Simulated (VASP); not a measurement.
Write the native input for VASP 6.6.1 that does the following.

```
Task                   : relaxation of cell and atoms
Functional             : PBEsol
Potentials or basis    : VASP PAW PBE potentials, release 64 (Cu)
Cutoff                 : 600 eV
k mesh                 : 26 × 26 × 26
Occupations            : methfessel-paxton, width 0.1 eV
Spin                   : no spin polarisation
Dipole correction      : no
Further INCAR settings : ALGO = Normal; EDIFF = 1e-07; IBRION = 2; EDIFFG = -0.005; NSW = 60; ISIF = 3
```

The structure of Cu lies in POSCAR:

```
Cu
1.0
    0.0000000000      1.8050000000      1.8050000000
    1.8050000000      0.0000000000      1.8050000000
    1.8050000000      1.8050000000      0.0000000000
Cu
1
Direct
    0.0000000000      0.0000000000      0.0000000000
```

One way to write it, as run:

INCAR

```
PREC = Accurate
ENCUT = 600
EDIFF = 1E-7
ISMEAR = 1
SIGMA = 0.1
LREAL = F
LASPH = T
NELM = 80
ALGO = Normal
ISIF = 3
LWAVE = F
LCHARG = F
GGA = PS
IBRION = 2
NSW = 60
EDIFFG = -0.005
```

KPOINTS

```
Automatic mesh
0
Gamma
  26 26 26
```

Potentials or basis: VASP PAW PBE potentials, release 64 (Cu).

Command:

```bash
$ cat potpaw_PBE.64/Cu/POTCAR > POTCAR
$ mpirun -np 1 vasp_std > vasp.out
```

It gave:

The relaxed volume is 11.36 Å³/atom. The relaxed cell is a = 2.524 Å, b = 2.524 Å, c = 2.524 Å, α = 60.00°, β = 60.00°, γ = 60.00° and the space group after relaxing (to 0.1 Å) is Fm-3m (No. 225). The energy gained by relaxing is 6.6 meV/atom. The ionic steps are 3. The pressure after relaxing is 0.0 GPa. The band gap on the k mesh is zero (an odd number of electrons rules out a gap without spin polarisation).

Caveat: the PAW data sets were made with another functional, which shifts forces and pressure a little.

Wall time 2.9 min on 1 thread of Intel Xeon 8259CL (shared host), peak memory 0.2 GiB.
